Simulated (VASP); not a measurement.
Set up this calculation in VASP 6.6.1, as the native input.

| Property | Result |
| --- | --- |
| Task | single point |
| Functional | LDA |
| Potentials or basis | VASP PAW LDA potentials, release 64 (Pd) |
| Cutoff | 520 eV |
| k mesh | 18 × 18 × 18 |
| Occupations | fermi-dirac, width 0.05 eV |
| Spin | no spin polarisation |
| Dipole correction | no |
| Further INCAR settings | ALGO = Normal; EDIFF = 1e-06; NBANDS = 11 |

The structure of Pd lies in POSCAR:

```
Pd
1.0
    0.0000000000      1.9060020000      1.9449000000
    1.9060020000      0.0000000000      1.9449000000
    1.9060020000      1.9060020000      0.0000000000
Pd
1
Direct
    0.0000000000      0.0000000000      0.0000000000
```

This cell differs from its parent crystal: equal xx and yy strain of -2 %.

One way to write it, as run:

INCAR

```
PREC = Accurate
ENCUT = 520
EDIFF = 1E-6
ISMEAR = -1
SIGMA = 0.05
LREAL = False
LASPH = True
NELM = 80
ALGO = Normal
ISIF = 2
LWAVE = False
LCHARG = False
GGA = CA
NBANDS = 11
```

KPOINTS

```
Automatic mesh
0
Gamma
  18 18 18
```

Potentials or basis: VASP PAW LDA potentials, release 64 (Pd).

Launch:

```sh
$ cat potpaw_LDA.64/Pd/POTCAR > POTCAR
$ mpirun -np 1 vasp_std > vasp.out
```

It gave:

| Quantity | Value |
| --- | --- |
| Pressure | 0.6 GPa |
| Band gap on the k mesh | zero (bands 5 and 6 overlap by 1.74 eV) |

Caveat: the cell differs from its parent crystal (equal xx and yy strain of -2 %).

Wall time 54 s on 1 thread of Intel Xeon 8259CL, on a shared host, peak memory 0.18 GiB.
